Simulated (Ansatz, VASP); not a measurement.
**GdN in VASP and in Ansatz**

```xyz
4
Lattice="3.4411 0.0000 0.0000 -1.7205 2.9801 0.0000 0.0000 0.0000 5.9600" Properties=species:S:1:pos:R:3 pbc="T T T"
Gd    1.7205    0.9934    4.4699
Gd    0.0000    1.9867    1.4901
N     0.0000    0.0000    0.0000
N     0.0000    0.0000    2.9800
```

Change from the starting cell: species swapped into the ZrN type (P-3m1, No. 164).

Alike in both runs: functional PBE; k mesh 5 × 5 × 3; occupations gaussian, width 0.15 eV; collinear spin.

Ansatz relaxed the structure, and its values are those at the end. VASP's run is a single point on that final structure, the one shown.

|  | VASP | Ansatz |
| --- | --- | --- |
| version | VASP 6.6.1 | Ansatz 0.2.0 |
| potentials or method | VASP PAW PBE potentials, release 64 (Gd, N), cutoff 520 eV | scalar-relativistic, plane waves, PAW |
| valence electrons in the cell | 46 | 46 |

Ansatz gave:

```
gap on the k mesh at the Fermi level (eV)                     : none
pressure (GPa)                                                : -0.2
net moment per atom (μB)                                      : 3.50
size of the moment on the site where the two differ most (μB) : 6.86
```

Problem. Which values does VASP return?

Solution. gap on the k mesh at the Fermi level (eV): none; pressure (GPa): 0.0; net moment per atom (μB): 3.50; size of the moment on the site where the two differ most (μB): 6.80.

Site moments also hang on the region over which each program counts them. A gap of «none» marks a metal or a gap that the smearing closes.

The k mesh is coarse, so the values compare programs but aren't converged. Neither program's run includes spin-orbit coupling.
